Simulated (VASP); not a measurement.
# La2O3 (P321) in VASP: notebook

The runs below take La2O3 through band structure, with PBE.

Program: VASP 6.6.1. These are calculated values, not measurements. Logs are shortened: lines on timing, memory, paths and dates and some standing lists are left out, and cuts for length are marked.

## 1. The cell of the first run

Symmetry: P321, No. 150, trigonal system. Conventional cell: a = 6.370 Å, b = 6.370 Å, c = 3.290 Å, α = 90.00°, β = 90.00°, γ = 120.00°. La (site symmetry 3) has 6 O at 2.46 to 2.47 Å and 2 La at 3.29 Å within 3.3 Å. O (site symmetry 2) has 4 La at 2.46 to 2.47 Å and 6 O at 3.19 to 3.29 Å within 3.3 Å.

## 2. Band structure, PBE

Contents of POSCAR:

```
La2O3
1.0
    6.3702727145      0.0000000000      0.0000000000
   -3.1851363572      5.5168179998      0.0000000000
    0.0000000000      0.0000000000      3.2898942108
La O
2 3
Direct
    0.6666666667      0.3333333333      0.4981030000
    0.3333333333      0.6666666667      0.5018970000
    0.5046070000      0.0000000000      0.0000000000
    0.0000000000      0.5046070000      0.0000000000
    0.4953930000      0.4953930000      0.0000000000
```

Contents of INCAR.step1:

```
  GGA = PE
  ISMEAR = 0
  SIGMA = 0.03
  LWAVE = False
  LCHARG = True
  NBANDS = 35
  PREC = Accurate
  LASPH = True
  LREAL = False
  ALGO = Normal
  EDIFF = 1E-6
  NELM = 200
  GGA_COMPAT = False
  ENCUT = 460
  EFERMI = MIDGAP
  LMAXMIX = 6
```

Contents of KPOINTS.step1:

```
Automatic mesh
0
Gamma
  3 3 6
  0 0 0
```

Contents of INCAR.step2:

```
  GGA = PE
  ISMEAR = 0
  SIGMA = 0.03
  LWAVE = False
  LCHARG = False
  NBANDS = 35
  PREC = Accurate
  LASPH = True
  LREAL = False
  ALGO = Normal
  EDIFF = 1E-6
  NELM = 200
  GGA_COMPAT = False
  ENCUT = 460
  EFERMI = MIDGAP
  LMAXMIX = 6
  ICHARG = 11
```

Contents of KPOINTS.step2:

```
path GMKGALHA,LM,KH
12
line-mode
reciprocal
 0.0000000000  0.0000000000  0.0000000000  G
 0.5000000000  0.0000000000  0.0000000000  M

 0.5000000000  0.0000000000  0.0000000000  M
 0.3333333333  0.3333333333  0.0000000000  K

 0.3333333333  0.3333333333  0.0000000000  K
 0.0000000000  0.0000000000  0.0000000000  G

 0.0000000000  0.0000000000  0.0000000000  G
 0.0000000000  0.0000000000  0.5000000000  A

 0.0000000000  0.0000000000  0.5000000000  A
 0.5000000000  0.0000000000  0.5000000000  L

 0.5000000000  0.0000000000  0.5000000000  L
 0.3333333333  0.3333333333  0.5000000000  H

 0.3333333333  0.3333333333  0.5000000000  H
 0.0000000000  0.0000000000  0.5000000000  A

 0.5000000000  0.0000000000  0.5000000000  L
 0.5000000000  0.0000000000  0.0000000000  M

 0.3333333333  0.3333333333  0.0000000000  K
 0.3333333333  0.3333333333  0.5000000000  H
```

Potentials or basis: VASP PAW PBE potentials, release 64 (La, O).

Command:

```
cat potpaw_PBE.64/La/POTCAR potpaw_PBE.64/O/POTCAR > POTCAR
cp INCAR.step1 INCAR
cp KPOINTS.step1 KPOINTS
mpirun -np 1 vasp_std > vasp.out
cp INCAR.step2 INCAR
cp KPOINTS.step2 KPOINTS
mpirun -np 1 vasp_std > vasp.out
```

OUTCAR:

```text
GGA = PE
   ISMEAR = 0
   PREC = Accurate
   LASPH = True
   LREAL = False
   EDIFF = 1E-6
   NELM = 200
   ENCUT = 460
   EFERMI = MIDGAP
   ICHARG = 11

 Generated    12 points on each line segment, for a total of    108 k-points:

 Following reciprocal coordinates:
            Coordinates               Weight
  0.000000  0.000000  0.000000      0.009259
  0.045455  0.000000  0.000000      0.009259
  0.090909  0.000000  0.000000      0.009259
  0.136364  0.000000  0.000000      0.009259
  0.181818  0.000000  0.000000      0.009259
  0.227273  0.000000  0.000000      0.009259
   k-points           NKPTS =    108   k-points in BZ     NKDIM =    108   number of bands    NBANDS=     35
   number of dos      NEDOS =    301   number of ions     NIONS =      5
   total plane-waves  NPLWV =  55296
   dimension x,y,z NGX =    48 NGY =   48 NGZ =   24
   dimension x,y,z NGXF=    96 NGYF=   96 NGZF=   48
   ions per type =               2   3
   NGX,Y,Z   is equivalent  to a cutoff of  12.53, 12.53, 12.13 a.u.
   NGXF,Y,Z  is equivalent  to a cutoff of  25.05, 25.05, 24.26 a.u.
 SYSTEM =  unknown system
   PREC   = accura    normal or accurate (medium, high low for compatibility)
   ISTART =      0    job   : 0-new  1-cont  2-samecut
   ICHARG =     11    charge: 1-file 2-atom 10-const
   ISPIN  =      1    spin polarized calculation?
   LNONCOLLINEAR =      F non collinear calculations
   LSORBIT =      F    spin-orbit coupling
   LASPH  =      T    aspherical Exc in radial PAW
   ENCUT  =  460.0 eV  33.81 Ry    5.81 a.u.  11.14 11.14  5.75*2*pi/ulx,y,z
   NELM   =    200;   NELMIN=  2; NELMDL=  0     # of ELM steps
   EDIFF  = 0.1E-05   stopping-criterion for ELM
   LREAL  =      F    real-space projection
   EDIFFG = 0.1E-04   stopping-criterion for IOM
   NSW    =      0    number of steps for IOM
   IBRION =     -1    ionic relax: 0-MD 1-quasi-New 2-CG
   NFREE  =      0    steps in history (QN), initial steepest desc. (CG)
   ISIF   =      2    stress and relaxation
   ISYM   =      2    0-nonsym 1-usesym 2-fastsym
   POTIM  = 0.5000    time-step for ionic-motion
   TEBEG  =    0.0;   TEEND  =   0.0 temperature during run

   SCALEE = 1.0000    scale energy and forces
   PSTRESS=    0.0 pullay stress
   NELECT =      40.0000    total number of electrons
   NUPDOWN=      -1.0000    fix difference up-down
   EMIN   =  10.00;   EMAX   =-10.00  energy-range for DOS
   EFERMI =   0.00;   METHOD = MIDGAP
   ISMEAR =     0;   SIGMA  =   0.03  broadening in eV -4-tet -1-fermi 0-gaus
   EFERMI_NEDOS =   21; number of points for ismear=-14 and -15
   IALGO  =     38    algorithm
   IMIX   =      4    mixing-type and parameters
     AMIX     =   0.40;   BMIX     =  1.00
     AMIX_MAG =   1.60;   BMIX_MAG =  1.00
  volume/ion in A,a.u.               =      23.12       156.05
  Fermi-wavevector in a.u.,A,eV,Ry     =   1.149261  2.171788 17.970583  1.320801
  Thomas-Fermi vector in A             =   2.285931
   LORBIT       =      0    0 simple, 1 ext, 2 COOP (PROOUT), +10 PAW based schemes
   GGA     = PE    functional components
   LHFCALC =     F    Hartree Fock is set to
   AEXX    =    0.0000 exact exchange contribution
   IVDW    =     0    specifies the selected vdW correction
   LEPSILON=     F    determine dielectric tensor
   LRPA    =     F    only Hartree local field effects (RPA)

   CSHIFT  =0.1000    complex shift for real part using Kramers Kronig

   OMEGAMAX=  -1.0    maximum frequency
 non-spin polarized calculation
 Gauss-broadening in eV      SIGMA  =   0.03
  energy-cutoff  :      460.00
  volume of cell :      115.62
 maximum number of plane-waves:      2625
 NGX is ok and might be reduce to    48

 number of electron      40.0000000 magnetization

 Free energy of the ion-electron system (eV)
  ---------------------------------------------------
  ext. energy  EPLUGINS =         0.00000000
  ---------------------------------------------------
  free energy    TOTEN  =       -40.79160297 eV

  energy without entropy =      -40.79160297  energy(sigma->0) =      -40.79160297

 E-fermi :   3.9096     XC(G=0):  -8.2051

 val. band max:        3.0880895779   @ k =   0.0000   0.0000   0.5000
 cond. band min:       4.7311699524   @ k =   0.0000   0.0000   0.0000
 fundamental gap:      1.6430803744
 Fermi energy:         3.9096297652

 k-point     1 :       0.0000    0.0000    0.0000
  band No.  band energies     occupation
      1     -27.4607      2.00000
      2     -27.2715      2.00000
      3     -14.2498      2.00000
      4     -14.2497      2.00000
      5     -12.6574      2.00000
      6     -11.0110      2.00000
[... 24 lines left out ...]
     31       8.0852      0.00000
     32       8.1182      0.00000

 k-point     2 :       0.0455    0.0000    0.0000
  band No.  band energies     occupation
      1     -27.4598      2.00000
      2     -27.2723      2.00000
      3     -14.2501      2.00000
      4     -14.2448      2.00000
      5     -12.6709      2.00000
      6     -11.0097      2.00000
[... 24 lines left out ...]
     31       8.0841      0.00000
     32       8.1220      0.00000

 k-point     3 :       0.0909    0.0000    0.0000
  band No.  band energies     occupation
      1     -27.4574      2.00000
      2     -27.2750      2.00000
      3     -14.2510      2.00000
      4     -14.2302      2.00000
      5     -12.7099      2.00000
      6     -11.0057      2.00000
[... 24 lines left out ...]
     31       8.0801      0.00000
     32       8.1279      0.00000

 k-point     4 :       0.1364    0.0000    0.0000
  band No.  band energies     occupation
      1     -27.4533      2.00000
      2     -27.2793      2.00000
      3     -14.2523      2.00000
      4     -14.2060      2.00000
      5     -12.7701      2.00000
      6     -10.9993      2.00000
[... 24 lines left out ...]
     31       8.0742      0.00000
     32       8.1357      0.00000

 k-point     5 :       0.1818    0.0000    0.0000
  band No.  band energies     occupation
      1     -27.4478      2.00000
      2     -27.2851      2.00000
      3     -14.2539      2.00000
      4     -14.1728      2.00000
      5     -12.8461      2.00000
      6     -10.9911      2.00000
[... 24 lines left out ...]
     31       8.0664      0.00000
     32       8.1458      0.00000

 k-point     6 :       0.2273    0.0000    0.0000
  band No.  band energies     occupation
      1     -27.4410      2.00000
      2     -27.2922      2.00000
      3     -14.2558      2.00000
      4     -14.1313      2.00000
      5     -12.9326      2.00000
      6     -10.9817      2.00000
[... 24 lines left out ...]
     31       8.0571      0.00000
     32       8.1418      0.00000

 [... further k-points ...]

 [bands above 32 left out]

------------------------ aborting loop because EDIFF is reached ----------------------------------------

  FORCE on cell =-STRESS in cart. coord.  units (eV):
  Direction    XX          YY          ZZ          XY          YZ          ZX
  --------------------------------------------------------------------------------------
  -------------------------------------------------------------------------------------
  Total       -0.1399368     -0.1399368     -0.5302229     -0.0000000      0.0000000      0.0000000
  in kB       -1.9391606     -1.9391606     -7.3475149     -0.0000000      0.0000000      0.0000000
  external PRESSURE =      -3.7419453 kB  Pullay stress =       0.0000000 kB

 VOLUME and BASIS-vectors are now :
 -----------------------------------------------------------------------------
  energy-cutoff  :      460.00
  volume of cell :      115.62
      direct lattice vectors                 reciprocal lattice vectors
     6.370272715  0.000000000  0.000000000     0.156979151  0.090631955  0.000000000
    -3.185136357  5.516818000  0.000000000     0.000000000  0.181263910  0.000000000
     0.000000000  0.000000000  3.289894211     0.000000000  0.000000000  0.303961142

 POSITION                                       TOTAL-FORCE (eV/Angst)
 -----------------------------------------------------------------------------------
      3.18514      1.83894      1.63871         0.000000      0.000000      0.008997
     -0.00000      3.67788      1.65119         0.000000      0.000000     -0.008997
      3.21448      0.00000      0.00000        -0.034979      0.000000      0.000000
     -1.60724      2.78382      0.00000         0.017490     -0.030293      0.000000
      1.57789      2.73299      0.00000         0.017490      0.030293      0.000000
 -----------------------------------------------------------------------------------
    total drift:                               -0.000001     -0.000001      0.000000

  FREE ENERGIE OF THE ION-ELECTRON SYSTEM (eV)
  ---------------------------------------------------
  free  energy   TOTEN  =       -40.7916029660 eV

  energy  without entropy=      -40.7916029660  energy(sigma->0) =      -40.79160297
```

It took 5 min on 1 thread of Intel Xeon Platinum 8259CL at 2.50GHz (Skylake/Cascade Lake), shared host; peak memory 0.44 GiB.

Results:

| Quantity | Value |
| --- | --- |
| Band gap on the k mesh | 1.64 eV (least direct gap 2.08 eV) |
| Band gap along the path | 1.64 eV (least direct gap 2.08 eV) |

Levels at the corners of the path, in eV from the valence-band top:
| point | band 17 | band 18 | band 19 | band 20 | band 21 | band 22 | band 23 | band 24 |
| --- | --- | --- | --- | --- | --- | --- | --- | --- |
| Γ | -0.94 | -0.94 | -0.63 | -0.44 | 1.64 | 3.51 | 4.00 | 4.00 |
| M | -1.51 | -1.09 | -1.01 | -0.88 | 2.72 | 3.51 | 4.23 | 4.33 |
| M | -1.51 | -1.09 | -1.01 | -0.88 | 2.72 | 3.51 | 4.23 | 4.33 |
| K | -1.28 | -1.24 | -1.24 | -0.94 | 3.19 | 3.19 | 4.18 | 4.47 |
| K | -1.28 | -1.24 | -1.24 | -0.94 | 3.19 | 3.19 | 4.18 | 4.47 |
| Γ | -0.94 | -0.94 | -0.63 | -0.44 | 1.64 | 3.51 | 4.00 | 4.00 |
| Γ | -0.94 | -0.94 | -0.63 | -0.44 | 1.64 | 3.51 | 4.00 | 4.00 |
| A | -1.08 | -1.08 | -0.25 | 0.00 | 4.28 | 4.33 | 4.36 | 4.43 |
| A | -1.08 | -1.08 | -0.25 | 0.00 | 4.28 | 4.33 | 4.36 | 4.43 |
| L | -1.55 | -1.25 | -0.61 | -0.59 | 4.34 | 4.38 | 4.40 | 4.41 |
| L | -1.55 | -1.25 | -0.61 | -0.59 | 4.34 | 4.38 | 4.40 | 4.41 |
| H | -1.65 | -1.60 | -0.64 | -0.64 | 4.36 | 4.36 | 4.44 | 4.44 |
| H | -1.65 | -1.60 | -0.64 | -0.64 | 4.36 | 4.36 | 4.44 | 4.44 |
| A | -1.08 | -1.08 | -0.25 | 0.00 | 4.28 | 4.33 | 4.36 | 4.43 |
| L | -1.55 | -1.25 | -0.61 | -0.59 | 4.34 | 4.38 | 4.40 | 4.41 |
| M | -1.51 | -1.09 | -1.01 | -0.88 | 2.72 | 3.51 | 4.23 | 4.33 |
| K | -1.28 | -1.24 | -1.24 | -0.94 | 3.19 | 3.19 | 4.18 | 4.47 |
| H | -1.65 | -1.60 | -0.64 | -0.64 | 4.36 | 4.36 | 4.44 | 4.44 |

Caveat: the cutoff is under 1.25 times the usual one of these potentials, so pressure, stress and relaxed cells hold a basis-set (Pulay) error; the log is that of the step along the path at fixed density, whose energy, stress, charges and moments have no meaning; spin-orbit coupling is left out, which moves the levels of the heavy elements.

(Continued in part 2 of 2.)
